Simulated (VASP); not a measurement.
Be16Se3S13:

```xyz
64
Lattice="9.7854 0.0000 0.0000 0.0000 9.7854 0.0000 0.0000 0.0000 9.7854" Properties=species:S:1:pos:R:3 pbc="T T T"
Be    0.0480    0.0436    9.7404
Be    0.0570    0.0503    4.8538
Be    0.0122    4.8685    0.0134
Be    0.0010    4.8779    4.9000
Be    4.8263    0.0531    9.7472
Be    4.8790    0.0000    4.9028
Be    4.8824    4.8774    0.0037
Be    4.8321    4.8262    4.8517
Be    2.4393    2.4578    0.0005
Be    2.4348    2.4494    4.9045
Be    2.3868    7.2770    9.7506
Be    2.4420    7.3320    4.8959
Be    7.3913    2.5004    9.7509
Be    7.3362    2.4558    4.8953
Be    7.3380    7.2310    0.0051
Be    7.3435    7.3241    4.8081
Be    2.3956    0.0449    2.4952
Be    2.4342    0.0029    7.3233
Be    2.4363    4.8826    2.4432
Be    2.4389    4.8679    7.3331
Be    7.3393    0.0019    2.5394
Be    7.3429    0.0985    7.3292
Be    7.3430    4.8653    2.4468
Be    7.3849    4.8352    7.3749
Be    9.7799    2.4566    2.4420
Be    0.0179    2.4523    7.3254
Be    0.0625    7.2787    2.4931
Be    0.0432    7.2840    7.3793
Be    4.8323    2.4975    2.4959
Be    4.8823    2.4564    7.3305
Be    4.9280    7.2820    2.4899
Be    4.7779    7.3261    7.3249
S     1.2242    1.2524    1.2280
S     1.2374    1.2406    6.1165
S     1.2261    6.0807    1.2300
S     1.2372    6.0955    6.1192
S     6.1023    1.2549    6.1060
S     6.1162    6.0682    1.2425
S     3.6528    3.6806    1.2289
S     3.6520    3.6552    6.1179
S     3.6394    8.5742    6.1043
S     8.5799    3.6784    1.2296
S     8.5799    3.6565    6.1184
S     3.6517    1.2407    3.7001
S     3.6392    1.2553    8.5369
S     3.6539    6.0953    3.6738
S     3.6391    6.0813    8.5648
S     8.5787    1.2540    3.6873
S     8.5946    1.2672    8.5509
S     8.5817    6.0812    3.6626
S     8.5936    6.0684    8.5798
S     1.2235    3.6681    3.6748
S     1.2267    3.6664    8.5639
S     1.2394    8.5617    3.6877
S     1.2374    8.5599    8.5505
S     6.1122    3.6670    3.6751
S     6.1172    3.6686    8.5650
S     6.1019    8.5608    3.6886
Se    6.1146    1.2630    1.2408
Se    6.1019    6.0836    6.1070
Se    3.6402    8.5464    1.2407
Se    8.5908    8.5480    1.2397
Se    8.5903    8.5721    6.1068
Se    6.1033    8.5599    8.5509
```

Base run:

| Quantity | Value |
| --- | --- |
| Program | VASP 6.6.1 |
| Functional | PBEsol |
| Potentials or basis | VASP PAW PBE potentials, release 64 (Be, S, Se) |
| Cutoff | 520 eV |
| k mesh | 1 × 1 × 1, shifted |
| Occupations | fermi-dirac, width 0.05 eV |
| Spin | no spin polarisation |

Its results: band gap on the k mesh 3.41 eV; pressure 0.2 GPa; largest force 0.063 eV/Å.

Q: The run is repeated on the same cell with these changes: cutoff from 520 eV to 500 eV; further incar settings from LREAL = Auto; ALGO = Normal; EDIFF = 1e-06; NBANDS = 166; ISYM = 0 to LREAL = Auto; ALGO = Normal; EDIFF = 1e-06; NBANDS = 166; ISYM = -1. What comes out?

A: Band gap on the k mesh 3.48 eV; pressure 0.2 GPa; largest force 0.025 eV/Å.

Caveats: the PAW data sets were made with another functional, which shifts forces and pressure a little; a shifted mesh leaves out Γ, where band edges can lie.

A k mesh can miss the band edges.
